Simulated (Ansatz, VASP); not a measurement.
Two plane-wave programs on Co

The input INCAR:

```
SYSTEM = Co
PREC = Accurate ; ENCUT = 600
EDIFF = 1E-6 ; ISMEAR = -1
SIGMA = 0.08 ; LREAL = .False.
LASPH = .True. ; NELM = 200
ALGO = Normal ; ISIF = 2
LWAVE = .False. ; LCHARG = .False.
ISPIN = 2 ; MAGMOM = 2 2 2 2
LORBIT = 11 ; LMAXMIX = 4
GGA = PE ; NBANDS = 30
GGA_COMPAT = .False. ; KPAR = 4
```

Contents of KPOINTS:

```
regular mesh
0
Gamma
  13 8 13
  0 0 0
```

Contents of POSCAR:

```
Co
1.0
    2.4873648738      0.0000000000      0.0000000000
    0.0000000000      4.3082423384      0.0000000000
    1.2436824369      2.1541211692      4.0632895034
Co
4
Direct
    0.3700695000      0.0367361667      0.2598610000
    0.8700695000      0.5367361667      0.2598610000
    0.6299305000      0.9632638333      0.7401390000
    0.1299305000      0.4632638333      0.7401390000
```

Input for Ansatz:

```yaml
crystal:
  lattice:
    - [2.4873648738, 0.0, 0.0]
    - [0.0, 4.3082423384, 0.0]
    - [1.2436824369, 2.1541211692, 4.0632895034]
  atoms:
    - { symbol: Co, position: [0.3700695, 0.0367361667, 0.259861], spin: 2.0 }
    - { symbol: Co, position: [0.8700695, 0.5367361667, 0.259861], spin: 2.0 }
    - { symbol: Co, position: [0.6299305, 0.9632638333, 0.740139], spin: 2.0 }
    - { symbol: Co, position: [0.1299305, 0.4632638333, 0.740139], spin: 2.0 }
magnetization:
  spin_polarized: true
kpoints:
  mp_grid: { grid: [13, 8, 13] }
scf:
  occupations: { method: fermi_dirac, width: 0.08 }
  lower_state_search: "off"
hamiltonian:
  xc: pbe
  pseudopotentials: { kind: paw }
output:
  forces: true
  stress: true
  eigenvalues: true
```

Alike in both runs: task single point; functional PBE; k mesh 13 × 8 × 13; occupations fermi-dirac, width 0.08 eV; collinear spin.

|  | VASP | Ansatz |
| --- | --- | --- |
| version | VASP 6.6.1 | Ansatz 0.2.0 |
| potentials or method | VASP PAW PBE potentials, release 64 (Co) | PAW with Ansatz's default frozen-core files, scalar-relativistic |
| plane-wave cutoff (eV) | 600 | 420 |
| valence electrons in the cell | 36 | 68 |

```csv
,VASP,Ansatz,Ansatz less VASP
pressure (GPa),-0.3,0.5,+0.74
"traceless stress, the component that is largest in VASP (GPa)",-1.08,-1.04,+0.038
rms of the force components (eV/Å),0.290,0.298,+0.0078
net moment per atom (μB),1.61,1.62,+0.007
size of the moment on the site where the two differ most (μB),1.63,1.69,+0.065
```

Site moments also hang on the region over which each program counts them. Atom by atom the forces differ by 0.008 eV/Å (rms over components). With one functional, cell and mesh, what is left measures potentials, basis and numerics. VASP's potentials hold 36 valence electrons a cell and Ansatz's 68, so a difference there can come from the potentials and not from the codes.
